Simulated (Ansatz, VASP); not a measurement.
## One calculation of NaCl, two programs

File INCAR:

```
ALGO = Normal ; EDIFF = 1E-7
EDIFFG = -0.02 ; ENCUT = 450
GGA = PE ; GGA_COMPAT = F
IBRION = 2 ; ISIF = 2
ISMEAR = -1 ; LASPH = T
LCHARG = F ; LREAL = F
LWAVE = F ; NELM = 120
NELMIN = 4 ; NSW = 80
PREC = Accurate ; SIGMA = 0.02
```

The input KPOINTS:

```
k-points
0
Gamma
  10 10 10
```

The input POSCAR:

```
NaCl
1.0
    2.8600000000      0.0000000000      0.0000000000
    0.0000000000      2.8600000000      0.0000000000
    0.0000000000      0.0000000000      2.8600000000
Na Cl
1 1
Direct
    0.0000000000      0.0000000000      0.0000000000
    0.5000000000      0.5000000000      0.5000000000
```

Input for Ansatz:

```yaml
crystal:
  lattice:
    - [2.86, 0.0, 0.0]
    - [0.0, 2.86, 0.0]
    - [0.0, 0.0, 2.86]
  atoms:
    - { symbol: Na, position: [0.0, 0.0, 0.0] }
    - { symbol: Cl, position: [0.5, 0.5, 0.5] }
kpoints:
  mp_grid: { grid: [10, 10, 10] }
scf:
  occupations: { method: fermi_dirac, width: 0.02 }
hamiltonian:
  xc: pbe
  pseudopotentials: { kind: paw }
output:
  forces: true
  stress: true
  populations: true
  efg:
    quadrupole_moments_barn: { Na: 0.104, Cl: -0.08112 }
    contact_densities: true
relax:
  f_tol: 0.02
  max_steps: 60
```

Alike in both runs: task relaxation of the atoms; functional PBE; k mesh 10 × 10 × 10; occupations fermi-dirac, width 0.02 eV; no spin polarisation.

|  | VASP | Ansatz |
| --- | --- | --- |
| version | VASP 6.6.1 | Ansatz 0.2.0 |
| potentials or method | VASP PAW PBE potentials, release 64 (Na_pv, Cl) | plane-wave PAW, scalar-relativistic |
| plane-wave cutoff (eV) | 450 | 420 |
| valence electrons in the cell | 14 | 16 |

```csv
,VASP,Ansatz,Ansatz less VASP
"gap on the k mesh at the Fermi level, each at its own relaxed structure (eV)",4.42,4.37,-0.045
```

VASP's potentials hold 14 valence electrons a cell and Ansatz's 16, so a difference there can come from the potentials and not from the codes. Ansatz's warnings: stress scf threshold loose.

Noted on VASP's run: the relaxation stopped at its first step, so nothing moved.
